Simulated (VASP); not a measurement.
# PtSe2 (Fm-3m) in VASP: notebook, part 2 of 2

VASP 6.6.1. Earlier steps stand in the parts before.

**4. Single point, PBE**

INCAR reads:

```
SYSTEM = PtSe2
PREC = Accurate ; ENCUT = 500
EDIFF = 1E-6 ; ISMEAR = -1
SIGMA = 0.02 ; LREAL = .False.
LASPH = .True. ; NELM = 120
ALGO = Normal ; ISIF = 2
LWAVE = .False. ; LCHARG = .False.
GGA = PE ; NBANDS = 18
GGA_COMPAT = .False.
```

KPOINTS reads:

```
Automatic mesh
0
Gamma
  6 6 6
  0 0 0
```

POSCAR reads:

```
PtSe2
1.0
    0.0000000000      3.1308957809      3.1308957809
    3.1308957809      0.0000000000      3.1308957809
    3.1308957809      3.1308957809      0.0000000000
Pt Se
1 2
Direct
    0.0000000000      0.0000000000      0.0000000000
    0.2500000000      0.2500000000      0.2500000000
    0.7500000000      0.7500000000      0.7500000000
```

Potentials or basis: VASP PAW PBE potentials, release 64 (Pt, Se).

On the command line:

```bash
> cat potpaw_PBE.64/Pt/POTCAR potpaw_PBE.64/Se/POTCAR > POTCAR
> mpirun -np 1 vasp_std > vasp.out
```

OUTCAR:

```text
SYSTEM = PtSe2
   PREC = Accurate
   ENCUT = 500
   EDIFF = 1E-6
   ISMEAR = -1
   LREAL = .False.
   LASPH = .True.
   NELM = 120
   ISIF = 2
   GGA = PE

 ion  position               nearest neighbor table
   1  0.000  0.000  0.000-   3 2.71   3 2.71   3 2.71   2 2.71   3 2.71   2 2.71   2 2.71   2 2.71

   2  0.250  0.250  0.250-   1 2.71   1 2.71   1 2.71   1 2.71
   3  0.750  0.750  0.750-   1 2.71   1 2.71   1 2.71   1 2.71

  LATTYP: Found a face centered cubic cell.
 ALAT       =     6.2617915618

  Lattice vectors:

 A1 = (   0.0000000000,   3.1308957809,   3.1308957809)
 A2 = (   3.1308957809,   0.0000000000,   3.1308957809)
 A3 = (   3.1308957809,   3.1308957809,   0.0000000000)

Analysis of symmetry for initial positions (statically):
=====================================================================
 Subroutine PRICEL returns:
 Original cell was already a primitive cell.

 Routine SETGRP: Setting up the symmetry group for a
 face centered cubic supercell.

 Subroutine GETGRP returns: Found 48 space group operations
 (whereof 48 operations were pure point group operations)
 out of a pool of 48 trial point group operations.

The static configuration has the point symmetry O_h .

Analysis of symmetry for dynamics (positions and initial velocities):
=====================================================================
 Subroutine PRICEL returns:
 Original cell was already a primitive cell.

 Routine SETGRP: Setting up the symmetry group for a
 face centered cubic supercell.

 Subroutine GETGRP returns: Found 48 space group operations
 (whereof 48 operations were pure point group operations)
 out of a pool of 48 trial point group operations.

The dynamic configuration has the point symmetry O_h .

 Subroutine INISYM returns: Found 48 space group operations
 (whereof 48 operations are pure point group operations),
 and found     1 'primitive' translations

----------------------------------------------------------------------------------------

                                     Primitive cell

  volume of cell :      61.3813

  direct lattice vectors                    reciprocal lattice vectors
     0.000000000  3.130895781  3.130895781    -0.159698704  0.159698704  0.159698704
     3.130895781  0.000000000  3.130895781     0.159698704 -0.159698704  0.159698704
     3.130895781  3.130895781  0.000000000     0.159698704  0.159698704 -0.159698704

  length of vectors
     4.427755276  4.427755276  4.427755276     0.276606270  0.276606270  0.276606270

  position of ions in fractional coordinates (direct lattice)
     0.000000000  0.000000000  0.000000000
     0.250000000  0.250000000  0.250000000
     0.750000000  0.750000000  0.750000000

  ion indices of the primitive-cell ions
   primitive index   ion index
                 1           1
                 2           2
                 3           3

----------------------------------------------------------------------------------------

 KPOINTS: Automatic mesh

Automatic generation of k-mesh.
 Grid dimensions read from file:
 generate k-points for:    6    6    6

 Generating k-lattice:

  Cartesian coordinates                     Fractional coordinates (reciprocal lattice)
    -0.026616451  0.026616451  0.026616451     0.166666667  0.000000000  0.000000000
     0.026616451 -0.026616451  0.026616451     0.000000000  0.166666667  0.000000000
     0.026616451  0.026616451 -0.026616451     0.000000000  0.000000000  0.166666667

  Length of vectors
     0.046101045  0.046101045  0.046101045

  Shift w.r.t. Gamma in fractional coordinates (k-lattice)
     0.000000000  0.000000000  0.000000000

 Subroutine IBZKPT returns following result:
 ===========================================

 Found     16 irreducible k-points:

 Following reciprocal coordinates:
            Coordinates               Weight
  0.000000  0.000000  0.000000      1.000000
  0.166667  0.000000  0.000000      8.000000
  0.333333  0.000000  0.000000      8.000000
  0.500000  0.000000  0.000000      4.000000
  0.166667  0.166667  0.000000      6.000000
  0.333333  0.166667  0.000000     24.000000
[... 8 lines left out ...]
 -0.333333  0.333333  0.166667     24.000000
 -0.333333  0.500000  0.166667     12.000000
   k-points           NKPTS =     16   k-points in BZ     NKDIM =     16   number of bands    NBANDS=     18
   number of dos      NEDOS =    301   number of ions     NIONS =      3
   total plane-waves  NPLWV =  32768
   dimension x,y,z NGX =    32 NGY =   32 NGZ =   32
   dimension x,y,z NGXF=    64 NGYF=   64 NGZF=   64
   ions per type =               1   2
   NGX,Y,Z   is equivalent  to a cutoff of  12.01, 12.01, 12.01 a.u.
   NGXF,Y,Z  is equivalent  to a cutoff of  24.03, 24.03, 24.03 a.u.
 SYSTEM =  PtSe2
   PREC   = accura    normal or accurate (medium, high low for compatibility)
   ISTART =      0    job   : 0-new  1-cont  2-samecut
   ICHARG =      2    charge: 1-file 2-atom 10-const
   ISPIN  =      1    spin polarized calculation?
   LNONCOLLINEAR =      F non collinear calculations
   LSORBIT =      F    spin-orbit coupling
   LASPH  =      T    aspherical Exc in radial PAW
   ENCUT  =  500.0 eV  36.75 Ry    6.06 a.u.   8.07  8.07  8.07*2*pi/ulx,y,z
   NELM   =    120;   NELMIN=  2; NELMDL= -5     # of ELM steps
   EDIFF  = 0.1E-05   stopping-criterion for ELM
   LREAL  =      F    real-space projection
   EDIFFG = 0.1E-04   stopping-criterion for IOM
   NSW    =      0    number of steps for IOM
   IBRION =     -1    ionic relax: 0-MD 1-quasi-New 2-CG
   NFREE  =      0    steps in history (QN), initial steepest desc. (CG)
   ISIF   =      2    stress and relaxation
   ISYM   =      2    0-nonsym 1-usesym 2-fastsym
   POTIM  = 0.5000    time-step for ionic-motion
   TEBEG  =    0.0;   TEEND  =   0.0 temperature during run
   PSTRESS=    0.0 pullay stress
   NELECT =      22.0000    total number of electrons
   NUPDOWN=      -1.0000    fix difference up-down
   EMIN   =  10.00;   EMAX   =-10.00  energy-range for DOS
   EFERMI =   0.00;   METHOD = LEGACY
   ISMEAR =    -1;   SIGMA  =   0.02  broadening in eV -4-tet -1-fermi 0-gaus
   EFERMI_NEDOS =   21; number of points for ismear=-14 and -15
   IALGO  =     38    algorithm
   IMIX   =      4    mixing-type and parameters
     AMIX     =   0.40;   BMIX     =  1.00
     AMIX_MAG =   1.60;   BMIX_MAG =  1.00
  volume/ion in A,a.u.               =      20.46       138.07
  Fermi-wavevector in a.u.,A,eV,Ry     =   1.162886  2.197536 18.399209  1.352304
  Thomas-Fermi vector in A             =   2.299442
   LORBIT       =      0    0 simple, 1 ext, 2 COOP (PROOUT), +10 PAW based schemes
   GGA     = PE    functional components
   LHFCALC =     F    Hartree Fock is set to
   AEXX    =    0.0000 exact exchange contribution
   IVDW    =     0    specifies the selected vdW correction
   LEPSILON=     F    determine dielectric tensor
   LRPA    =     F    only Hartree local field effects (RPA)
 non-spin polarized calculation
  energy-cutoff  :      500.00
  volume of cell :       61.38
 maximum number of plane-waves:      1588
   NGX = 17   NGY = 17   NGZ = 17

 number of electron      21.9999997 magnetization

 Free energy of the ion-electron system (eV)
  ---------------------------------------------------
  ext. energy  EPLUGINS =         0.00000000
  ---------------------------------------------------
  free energy    TOTEN  =       -12.82315923 eV

  energy without entropy =      -12.81791600  energy(sigma->0) =      -12.82053761

 E-fermi :   6.9545     XC(G=0): -10.6778

 val. band max:        6.9394933801   @ k =   0.1667   0.0000   0.0000
 cond. band min:       6.9807626214   @ k =  -0.1667   0.1667   0.0000
 fundamental gap:      0.0412692413
 Fermi energy:         6.9544554755

 k-point     1 :       0.0000    0.0000    0.0000
  band No.  band energies     occupation
      1      -9.2480      2.00000
      2      -5.3194      2.00000
      3       0.0857      2.00000
      4       0.0857      2.00000
      5       0.0857      2.00000
      6       2.9759      2.00000
[... 10 lines left out ...]
     17      10.1488      0.00000
     18      14.2048      0.00000
[... 295 lines left out ...]
 k-point    16 :      -0.3333    0.5000    0.1667
  band No.  band energies     occupation
      1      -7.4843      2.00000
      2      -7.0505      2.00000
      3      -1.0587      2.00000
      4       0.2727      2.00000
      5       1.5641      2.00000
      6       2.1022      2.00000
[... 10 lines left out ...]
     17      15.3206      0.00000
     18      16.2865      0.00000

------------------------ aborting loop because EDIFF is reached ----------------------------------------

  FORCE on cell =-STRESS in cart. coord.  units (eV):
  Direction    XX          YY          ZZ          XY          YZ          ZX
  --------------------------------------------------------------------------------------
  -------------------------------------------------------------------------------------
  Total        0.5947785      0.5947785      0.5947785      0.0000000      0.0000000      0.0000000
  in kB       15.5249433     15.5249433     15.5249433      0.0000000      0.0000000      0.0000000
  external PRESSURE =      15.5249433 kB  Pullay stress =       0.0000000 kB

 VOLUME and BASIS-vectors are now :
 -----------------------------------------------------------------------------
  energy-cutoff  :      500.00
  volume of cell :       61.38
      direct lattice vectors                 reciprocal lattice vectors
     0.000000000  3.130895781  3.130895781    -0.159698704  0.159698704  0.159698704
     3.130895781  0.000000000  3.130895781     0.159698704 -0.159698704  0.159698704
     3.130895781  3.130895781  0.000000000     0.159698704  0.159698704 -0.159698704

 POSITION                                       TOTAL-FORCE (eV/Angst)
 -----------------------------------------------------------------------------------
      0.00000      0.00000      0.00000        -0.000000      0.000000     -0.000000
      1.56545      1.56545      1.56545        -0.000000     -0.000000     -0.000000
      4.69634      4.69634      4.69634         0.000000      0.000000      0.000000
 -----------------------------------------------------------------------------------
    total drift:                                0.000000     -0.000000      0.000000

  FREE ENERGIE OF THE ION-ELECTRON SYSTEM (eV)
  ---------------------------------------------------
  free  energy   TOTEN  =       -12.8231592259 eV

  energy  without entropy=      -12.8179159954  energy(sigma->0) =      -12.82053761
```

OSZICAR:

```text
N       E                     dE             d eps       ncg     rms          rms(c)
DAV:   1     0.107015181456E+03    0.10702E+03   -0.97966E+03   584   0.104E+03
DAV:   2    -0.826113052203E+01   -0.11528E+03   -0.11153E+03   724   0.206E+02
DAV:   3    -0.132791759411E+02   -0.50180E+01   -0.49709E+01   684   0.422E+01
DAV:   4    -0.133207716841E+02   -0.41596E-01   -0.41571E-01   700   0.421E+00
DAV:   5    -0.133211910075E+02   -0.41932E-03   -0.41931E-03   662   0.414E-01    0.116E+01
DAV:   6    -0.131382116605E+02    0.18298E+00   -0.39275E+00   614   0.156E+01    0.967E+00
DAV:   7    -0.128344157540E+02    0.30380E+00   -0.91315E-01   606   0.822E+00    0.457E+00
DAV:   8    -0.128260261996E+02    0.83896E-02   -0.66770E-02   606   0.150E+00    0.965E-01
DAV:   9    -0.128232223598E+02    0.28038E-02   -0.72452E-03   638   0.708E-01    0.258E-01
DAV:  10    -0.128231716566E+02    0.50703E-04   -0.21021E-03   606   0.244E-01    0.482E-02
DAV:  11    -0.128231537125E+02    0.17944E-04   -0.61295E-05   642   0.526E-02    0.276E-02
DAV:  12    -0.128231573157E+02   -0.36033E-05   -0.13041E-05   638   0.182E-02    0.580E-03
DAV:  13    -0.128231590789E+02   -0.17631E-05   -0.34310E-06   598   0.107E-02    0.149E-03
DAV:  14    -0.128231592259E+02   -0.14704E-06   -0.32386E-07   456   0.305E-03
   1 F= -.12823159E+02 E0= -.12820538E+02  d E =-.524323E-02
```

Wall time 26 s (1 thread of Intel Xeon 8259CL, shared host); peak memory 0.18 GiB.

Results:

```
Free energy            : -12.8232 eV
Pressure               : 1.6 GPa
Band gap on the k mesh : zero (band 11 reaches 7.40 eV, above the bottom of band 12 at 6.94 eV)
```

Caveat: spin-orbit coupling is left out, which moves the levels of the heavy elements.
